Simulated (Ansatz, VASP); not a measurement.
Two plane-wave programs on NiSb

File INCAR:

```
PREC     = Accurate       # precision mode
ENCUT    = 520            # plane-wave cutoff, eV
EDIFF    = 1E-6           # SCF threshold, eV
ISMEAR   = -1             # smearing method
SIGMA    = 0.05           # smearing width, eV
LREAL    = False          # projectors in reciprocal space
LASPH    = True           # aspherical terms in the spheres
NELM     = 60             # most SCF steps
ALGO     = Normal         # electronic algorithm
ISIF     = 2              # what is computed and relaxed
LWAVE    = False          # write WAVECAR
LCHARG   = False          # write CHGCAR
GGA      = PE             # functional
NBANDS   = 23             # bands
```

The input KPOINTS:

```
Automatic mesh
0
Gamma
  10 10 7
```

File POSCAR:

```
NiSb
1.0
    3.8203289094      0.0000000000      0.0000000000
   -1.9101644547      3.3085018864      0.0000000000
    0.0000000000      0.0000000000      4.9796547902
Ni Sb
2 2
Direct
    0.0000000000      0.0000000000      0.0000000000
    0.0000000000      0.0000000000      0.5000000000
    0.3333333333      0.6666666667      0.2500000000
    0.6666666667      0.3333333333      0.7500000000
```

Input for Ansatz:

```yaml
crystal:
  lattice:
    - [3.8203289094, 0.0, 0.0]
    - [-1.9101644547, 3.3085018864, 0.0]
    - [0.0, 0.0, 4.9796547902]
  atoms:
    - { symbol: Ni, position: [0.0, 0.0, 0.0] }
    - { symbol: Ni, position: [0.0, 0.0, 0.5] }
    - { symbol: Sb, position: [0.3333333333, 0.6666666667, 0.25] }
    - { symbol: Sb, position: [0.6666666667, 0.3333333333, 0.75] }
kpoints:
  mp_grid: { grid: [10, 10, 7] }
scf:
  occupations: { method: fermi_dirac, width: 0.05 }
hamiltonian:
  xc: pbe
  pseudopotentials: { kind: paw }
output:
  forces: true
  stress: true
  eigenvalues: true
```

Change from the starting cell: volume scaled by 0.92, no spin polarisation, PAW files.

Alike in both runs: task single point; functional PBE; k mesh 10 × 10 × 7; occupations fermi-dirac, width 0.05 eV; no spin polarisation.

|  | VASP | Ansatz |
| --- | --- | --- |
| version | VASP 6.6.1 | Ansatz 0.2.0 |
| potentials or method | VASP PAW PBE potentials, release 64 (Ni, Sb) | PAW with Ansatz's default frozen-core files, scalar-relativistic |
| plane-wave cutoff (eV) | 520 | 420 |
| valence electrons in the cell | 30 | 66 |

Ansatz gave:

```
pressure (GPa)                                                : 17.1
traceless stress, the component that is largest in VASP (GPa) : -0.59
```

Problem. What did VASP give for the same quantities?

Solution. Pressure (GPa): 16.8; traceless stress, the component that is largest in VASP (GPa): -0.48.

VASP's potentials hold 30 valence electrons a cell and Ansatz's 66, so a difference there can come from the potentials and not from the codes.

Spin-orbit coupling is off throughout.
